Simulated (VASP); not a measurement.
Here is a VASP 6.6.1 calculation.

Contents of INCAR:

```
SYSTEM = GaSb
PREC = Accurate ; ENCUT = 520
EDIFF = 1E-8 ; ISMEAR = -1
SIGMA = 0.05 ; LREAL = .FALSE.
LASPH = .TRUE. ; NELM = 80
ALGO = Normal ; ISIF = 2
LWAVE = .FALSE. ; LCHARG = .TRUE.
GGA = PS ; IBRION = 8
NSW = 1
```

Contents of KPOINTS:

```
regular mesh
0
G
  6 6 6
  0 0 0
```

POSCAR

```
GaSb
1.0
   -2.7534340000      2.7534340000      1.5907070000
    2.7534340000     -2.7534340000      1.5907070000
    2.7534340000      2.7534340000     -1.5907070000
Ga Sb
1 1
Direct
    0.2500000000      0.7500000000      0.5000000000
    0.0000000000      0.0000000000      0.0000000000
```

Potentials or basis: VASP PAW PBE potentials, release 64 (Ga_d, Sb).

Launch:

```console
$ cat potpaw_PBE.64/Ga_d/POTCAR potpaw_PBE.64/Sb/POTCAR > POTCAR
$ mpirun -np 1 vasp_std > vasp.out
```

Q: Predict the highest phonon frequency at Γ, LO-TO splitting left out.

A: 138 cm⁻¹.

Q: Predict the most unstable mode.

A: 26i cm⁻¹.

Phonon frequencies in cm⁻¹ (negative: imaginary):
| q point | frequencies |
| --- | --- |
| (0.000, 0.000, 0.000) | -26 0 0 1 138 138 |

Caveat: the k points lie up to 0.38 Å⁻¹ apart; the cell stands under pressure or tension, which shifts response properties; some modes are imaginary.
